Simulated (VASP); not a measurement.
Wanted: the native input for a VASP 6.6.1 run.

```
Task                   : single point
Functional             : PBEsol
Potentials or basis    : VASP PAW PBE potentials, release 64 (Re)
Cutoff                 : 600 eV
k mesh                 : 8 × 8 × 8
Occupations            : fermi-dirac, width 0.05 eV
Spin                   : no spin polarisation
Dipole correction      : no
Further INCAR settings : ALGO = Normal; EDIFF = 1e-06; NBANDS = 10
```

The structure of Re lies in POSCAR:

```
Re
1.0
    0.0000000000      1.9389993146      1.9389993146
    1.9389993146      0.0000000000      1.9389993146
    1.9389993146      1.9389993146      0.0000000000
Re
1
Direct
    0.0000000000      0.0000000000      0.0000000000
```

This isn't the form of Re at room conditions, which is hcp.

These files were run (other wordings do the same):

INCAR

```
PREC = Accurate ; ENCUT = 600
EDIFF = 1E-6 ; ISMEAR = -1
SIGMA = 0.05 ; LREAL = False
LASPH = True ; NELM = 120
ALGO = Normal ; ISIF = 2
LWAVE = False ; LCHARG = False
GGA = PS ; NBANDS = 10
GGA_COMPAT = False
```

KPOINTS

```
Automatic mesh
0
Gamma
  8 8 8
```

Potentials or basis: VASP PAW PBE potentials, release 64 (Re).

Command:

```console
$ cat potpaw_PBE.64/Re/POTCAR > POTCAR
$ mpirun -np 1 vasp_std > vasp.out
```

Results of the run:

- Pressure: 0.2 GPa
- Band gap on the k mesh: zero (an odd number of electrons rules out a gap without spin polarisation)

Caveat: the PAW data sets were made with another functional, which shifts forces and pressure a little; spin-orbit coupling is left out, which moves the levels of the heavy elements.

Wall time 5.2 s on 1 thread of Intel(R) Xeon(R) Platinum 8488C (Sapphire Rapids) (shared host), peak memory 0.14 GiB.
